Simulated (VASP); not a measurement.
Ir: single point with PBE

The system is Ir.

```xyz
1
Lattice="0.0000 1.9156 1.9156 1.9156 0.0000 1.9156 1.9156 1.9156 0.0000" Properties=species:S:1:pos:R:3 pbc="T T T"
Ir    0.0000    0.0000    0.0000
```

* Program: VASP 6.6.1
* Task: single point
* Functional: PBE
* Potentials or basis: VASP PAW PBE potentials, release 64 (Ir)
* Cutoff: 520 eV
* k mesh: 9 × 9 × 9
* Occupations: fermi-dirac, width 0.05 eV
* Spin: non-collinear spin, zero start, spin-orbit coupling
* Starting moments: [[0.0, 0.0, 0.0]] μB
* Dipole correction: no
* Further INCAR settings: ALGO = Fast; EDIFF = 1e-06; NBANDS = 20

- Pressure: 12.8 GPa
- Net moment: 0.00 μB per cell
- Valence electrons inside the program's atomic spheres: Ir 8.42

Moments on the atoms (μB; x, y, z):
```
Ir  0.00 0.00 0.00
```

Wall time 19 s on 1 thread of Intel(R) Xeon(R) Platinum 8488C (Sapphire Rapids), with other jobs on the host, peak memory 0.16 GiB.
